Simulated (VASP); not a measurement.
# KBr (I4/mmm) in VASP: a series of runs

KBr is run at these levels: PBEsol; tasks: single point.

Everything below comes from runs of VASP 6.6.1. Logs are shortened: lines on timing, memory, paths and dates and some standing lists are left out, and cuts for length are marked.

### 1 The cell of the first run

It takes space group I4/mmm (No. 139, tetragonal). The conventional cell has a = 4.261 Å, b = 4.261 Å, c = 6.550 Å, α = 90.00°, β = 90.00°, γ = 90.00°. K (site symmetry 4/mmm) has 6 Br at 3.01 to 3.27 Å within 4.0 Å. Br (site symmetry 4/mmm) has 6 K at 3.01 to 3.27 Å within 4.0 Å.

### 2 Single point, PBEsol (strain -0.080 along x and y, +0.000 along z)

Input file INCAR:

```
  PREC = Accurate
  ENCUT = 520
  EDIFF = 1E-6
  ISMEAR = 0
  SIGMA = 0.05
  LREAL = False
  LASPH = True
  NELM = 80
  ALGO = Normal
  ISIF = 2
  LWAVE = False
  LCHARG = False
  GGA = PS
  NBANDS = 15
```

Input file KPOINTS:

```
regular mesh
0
Gamma
  6 6 6
```

Input file POSCAR:

```
KBr
1.0
    0.0000000000      3.0128882984      3.2748785852
    3.0128882984      0.0000000000      3.2748785852
    3.0128882984      3.0128882984      0.0000000000
K Br
1 1
Direct
    0.0000000000      0.0000000000      0.0000000000
    0.5000000000      0.5000000000      0.5000000000
```

Potentials or basis: VASP PAW PBE potentials, release 64 (K_sv, Br).

Launch:

```sh
$ cat potpaw_PBE.64/K_sv/POTCAR potpaw_PBE.64/Br/POTCAR > POTCAR
$ mpirun -np 1 vasp_std > vasp.out
```

OUTCAR:

```text
PREC = Accurate
   ENCUT = 520
   EDIFF = 1E-6
   ISMEAR = 0
   LREAL = False
   LASPH = True
   NELM = 80
   ISIF = 2
   GGA = PS

 ion  position               nearest neighbor table
   1  0.000  0.000  0.000-   2 3.01   2 3.01   2 3.01   2 3.01   2 3.27   2 3.27
   2  0.500  0.500  0.500-   1 3.01   1 3.01   1 3.01   1 3.01   1 3.27   1 3.27

  LATTYP: Found a body centered tetragonal cell.
 ALAT       =     4.2608674935
 C/A-ratio  =     1.5371886547

  Lattice vectors:

 A1 = (  -3.0128882984,   0.0000000000,   3.2748785852)
 A2 = (   3.0128882984,   0.0000000000,   3.2748785852)
 A3 = (   0.0000000000,   3.0128882984,  -3.2748785852)

Analysis of symmetry for initial positions (statically):
=====================================================================
 Subroutine PRICEL returns:
 Original cell was already a primitive cell.

 Routine SETGRP: Setting up the symmetry group for a
 body centered tetragonal supercell.

 Subroutine GETGRP returns: Found 16 space group operations
 (whereof 16 operations were pure point group operations)
 out of a pool of 16 trial point group operations.

The static configuration has the point symmetry D_4h.

Analysis of symmetry for dynamics (positions and initial velocities):
=====================================================================
 Subroutine PRICEL returns:
 Original cell was already a primitive cell.

 Routine SETGRP: Setting up the symmetry group for a
 body centered tetragonal supercell.

 Subroutine GETGRP returns: Found 16 space group operations
 (whereof 16 operations were pure point group operations)
 out of a pool of 16 trial point group operations.

The dynamic configuration has the point symmetry D_4h.

 Subroutine INISYM returns: Found 16 space group operations
 (whereof 16 operations are pure point group operations),
 and found     1 'primitive' translations

----------------------------------------------------------------------------------------

                                     Primitive cell

  volume of cell :      59.4554

  direct lattice vectors                    reciprocal lattice vectors
     0.000000000  3.012888298  3.274878585    -0.165953713  0.165953713  0.152677416
     3.012888298  0.000000000  3.274878585     0.165953713 -0.165953713  0.152677416
     3.012888298  3.012888298  0.000000000     0.165953713  0.165953713 -0.152677416

  length of vectors
     4.449980410  4.449980410  4.260867494     0.279985112  0.279985112  0.279985112

  position of ions in fractional coordinates (direct lattice)
     0.000000000  0.000000000  0.000000000
     0.500000000  0.500000000  0.500000000

  ion indices of the primitive-cell ions
   primitive index   ion index
                 1           1
                 2           2

----------------------------------------------------------------------------------------

 KPOINTS: regular mesh

Automatic generation of k-mesh.
 Grid dimensions read from file:
 generate k-points for:    6    6    6

 Generating k-lattice:

  Cartesian coordinates                     Fractional coordinates (reciprocal lattice)
    -0.027658952  0.027658952  0.025446236     0.166666667  0.000000000  0.000000000
     0.027658952 -0.027658952  0.025446236     0.000000000  0.166666667  0.000000000
     0.027658952  0.027658952 -0.025446236    -0.000000000 -0.000000000  0.166666667

  Length of vectors
     0.046664185  0.046664185  0.046664185

  Shift w.r.t. Gamma in fractional coordinates (k-lattice)
     0.000000000  0.000000000  0.000000000

 Subroutine IBZKPT returns following result:
 ===========================================

 Found     30 irreducible k-points:

 Following reciprocal coordinates:
            Coordinates               Weight
  0.000000  0.000000  0.000000      1.000000
  0.166667 -0.000000  0.000000      8.000000
  0.333333 -0.000000  0.000000      8.000000
  0.500000 -0.000000  0.000000      4.000000
  0.166667  0.166667  0.000000      2.000000
  0.333333  0.166667  0.000000      8.000000
[... 16 lines left out ...]
  0.333333  0.000000  0.333333      4.000000
  0.500000  0.000000  0.333333     16.000000
 [... further k-points ...]
   k-points           NKPTS =     30   k-points in BZ     NKDIM =     30   number of bands    NBANDS=     15
   number of dos      NEDOS =    301   number of ions     NIONS =      2
   total plane-waves  NPLWV =  41472
   dimension x,y,z NGX =    36 NGY =   36 NGZ =   32
   dimension x,y,z NGXF=    72 NGYF=   72 NGZF=   64
   ions per type =               1   1
   NGX,Y,Z   is equivalent  to a cutoff of  13.45, 13.45, 12.49 a.u.
   NGXF,Y,Z  is equivalent  to a cutoff of  26.90, 26.90, 24.97 a.u.
 SYSTEM =  unknown system
   PREC   = accura    normal or accurate (medium, high low for compatibility)
   ISTART =      0    job   : 0-new  1-cont  2-samecut
   ICHARG =      2    charge: 1-file 2-atom 10-const
   ISPIN  =      1    spin polarized calculation?
   LNONCOLLINEAR =      F non collinear calculations
   LSORBIT =      F    spin-orbit coupling
   LASPH  =      T    aspherical Exc in radial PAW
   ENCUT  =  520.0 eV  38.22 Ry    6.18 a.u.   8.27  8.27  7.92*2*pi/ulx,y,z
   NELM   =     80;   NELMIN=  2; NELMDL= -5     # of ELM steps
   EDIFF  = 0.1E-05   stopping-criterion for ELM
   LREAL  =      F    real-space projection
   EDIFFG = 0.1E-04   stopping-criterion for IOM
   NSW    =      0    number of steps for IOM
   IBRION =     -1    ionic relax: 0-MD 1-quasi-New 2-CG
   NFREE  =      0    steps in history (QN), initial steepest desc. (CG)
   ISIF   =      2    stress and relaxation
   ISYM   =      2    0-nonsym 1-usesym 2-fastsym
   POTIM  = 0.5000    time-step for ionic-motion
   TEBEG  =    0.0;   TEEND  =   0.0 temperature during run
   PSTRESS=    0.0 pullay stress
   NELECT =      16.0000    total number of electrons
   NUPDOWN=      -1.0000    fix difference up-down
   EMIN   =  10.00;   EMAX   =-10.00  energy-range for DOS
   EFERMI =   0.00;   METHOD = LEGACY
   ISMEAR =     0;   SIGMA  =   0.05  broadening in eV -4-tet -1-fermi 0-gaus
   EFERMI_NEDOS =   21; number of points for ismear=-14 and -15
   IALGO  =     38    algorithm
   IMIX   =      4    mixing-type and parameters
     AMIX     =   0.40;   BMIX     =  1.00
     AMIX_MAG =   1.60;   BMIX_MAG =  1.00
  volume/ion in A,a.u.               =      29.73       200.61
  Fermi-wavevector in a.u.,A,eV,Ry     =   1.056942  1.997330 15.199421  1.117126
  Thomas-Fermi vector in A             =   2.192196
   LORBIT       =      0    0 simple, 1 ext, 2 COOP (PROOUT), +10 PAW based schemes
   GGA     = PS    functional components
   LHFCALC =     F    Hartree Fock is set to
   AEXX    =    0.0000 exact exchange contribution
   IVDW    =     0    specifies the selected vdW correction
   LEPSILON=     F    determine dielectric tensor
   LRPA    =     F    only Hartree local field effects (RPA)
 non-spin polarized calculation
 Gauss-broadening in eV      SIGMA  =   0.05
  energy-cutoff  :      520.00
  volume of cell :       59.46
 maximum number of plane-waves:      1628
 NGX is ok and might be reduce to    36
   NGX = 17   NGY = 17   NGZ = 15

 number of electron      16.0000000 magnetization

 Free energy of the ion-electron system (eV)
  ---------------------------------------------------
  ext. energy  EPLUGINS =         0.00000000
  ---------------------------------------------------
  free energy    TOTEN  =        -6.28327993 eV

  energy without entropy =       -6.28327993  energy(sigma->0) =       -6.28327993

 E-fermi :  -0.5836     XC(G=0):  -8.3563

 val. band max:       -0.9090162234   @ k =   0.0000   0.0000   0.0000
 cond. band min:       3.8009942146   @ k =   0.0000   0.0000   0.0000
 fundamental gap:      4.7100104380
 Fermi energy:        -0.5835645613

 k-point     1 :       0.0000    0.0000    0.0000
  band No.  band energies     occupation
      1     -28.2196      2.00000
      2     -13.5598      2.00000
      3     -11.7994      2.00000
      4     -11.7994      2.00000
      5     -11.7662      2.00000
      6      -1.0383      2.00000
      7      -0.9090      2.00000
      8      -0.9090      2.00000
      9       3.8010      0.00000
     10       6.1091      0.00000
     11       6.7282      0.00000
     12       6.7282      0.00000
     13       7.3577      0.00000
     14       7.6874      0.00000
     15      10.8742      0.00000

 k-point     2 :       0.1667   -0.0000    0.0000
  band No.  band energies     occupation
      1     -28.2153      2.00000
      2     -13.6414      2.00000
      3     -11.7962      2.00000
      4     -11.7784      2.00000
      5     -11.6772      2.00000
      6      -1.4794      2.00000
      7      -1.1436      2.00000
      8      -1.0692      2.00000
      9       4.5691      0.00000
     10       6.3365      0.00000
     11       6.8095      0.00000
     12       7.0994      0.00000
     13       7.8574      0.00000
     14       8.2172      0.00000
     15      12.0093      0.00000

 k-point     3 :       0.3333   -0.0000    0.0000
  band No.  band energies     occupation
      1     -28.2067      2.00000
      2     -13.7822      2.00000
      3     -11.7924      2.00000
      4     -11.7896      2.00000
      5     -11.4618      2.00000
      6      -2.2846      2.00000
      7      -1.4117      2.00000
      8      -1.3611      2.00000
      9       5.5375      0.00000
     10       7.0833      0.00000
     11       7.8268      0.00000
     12       8.1152      0.00000
     13       9.0780      0.00000
     14       9.5239      0.00000
     15      11.2319      0.00000
[... 343 lines left out ...]
 k-point    23 :       0.3333    0.0000    0.3333
  band No.  band energies     occupation
      1     -28.2011      2.00000
      2     -13.5958      2.00000
      3     -11.8887      2.00000
      4     -11.8140      2.00000
      5     -11.7084      2.00000
      6      -2.0828      2.00000
      7      -1.3223      2.00000
      8      -1.2729      2.00000
      9       4.8181      0.00000
     10       6.0612      0.00000
     11       8.3814      0.00000
     12       9.3965      0.00000
     13       9.6442      0.00000
     14       9.6582      0.00000
     15      11.1637      0.00000

 k-point    24 :       0.5000    0.0000    0.3333
  band No.  band energies     occupation
      1     -28.1971      2.00000
      2     -13.5321      2.00000
      3     -11.9348      2.00000
      4     -11.8430      2.00000
      5     -11.7589      2.00000
      6      -1.9765      2.00000
      7      -1.5495      2.00000
      8      -1.4020      2.00000
      9       4.9788      0.00000
     10       7.0659      0.00000
     11       8.5381      0.00000
     12       9.0202      0.00000
     13       9.5616      0.00000
     14      10.0209      0.00000
     15      10.9313      0.00000

 [... further k-points ...]

------------------------ aborting loop because EDIFF is reached ----------------------------------------

  FORCE on cell =-STRESS in cart. coord.  units (eV):
  Direction    XX          YY          ZZ          XY          YZ          ZX
  --------------------------------------------------------------------------------------
  -------------------------------------------------------------------------------------
  Total        2.3783952      2.3783952      0.3413255      0.0000000     -0.0000000      0.0000000
  in kB       64.0919288     64.0919288      9.1978859      0.0000000     -0.0000000      0.0000000
  external PRESSURE =      45.7939145 kB  Pullay stress =       0.0000000 kB

 VOLUME and BASIS-vectors are now :
 -----------------------------------------------------------------------------
  energy-cutoff  :      520.00
  volume of cell :       59.46
      direct lattice vectors                 reciprocal lattice vectors
     0.000000000  3.012888298  3.274878585    -0.165953713  0.165953713  0.152677416
     3.012888298  0.000000000  3.274878585     0.165953713 -0.165953713  0.152677416
     3.012888298  3.012888298  0.000000000     0.165953713  0.165953713 -0.152677416

 POSITION                                       TOTAL-FORCE (eV/Angst)
 -----------------------------------------------------------------------------------
      0.00000      0.00000      0.00000        -0.000000      0.000000     -0.000000
      3.01289      3.01289      3.27488         0.000000      0.000000      0.000000
 -----------------------------------------------------------------------------------
    total drift:                                0.000000      0.000000      0.000000

  FREE ENERGIE OF THE ION-ELECTRON SYSTEM (eV)
  ---------------------------------------------------
  free  energy   TOTEN  =        -6.2832799251 eV

  energy  without entropy=       -6.2832799251  energy(sigma->0) =       -6.28327993
```

Run time: 42 s. Hardware: 1 thread of AMD EPYC 7R13, shared host; peak memory 0.17 GiB.

Results:

* Free energy: -6.2833 eV
* Pressure: 4.6 GPa
* Band gap on the k mesh: 4.71 eV

Caveat: the cell differs from its parent crystal (strain -0.080 along x and y, +0.000 along z); the cell stands under pressure; the PAW data sets were made with another functional, which shifts forces and pressure a little.

(Continued in part 2 of 2.)
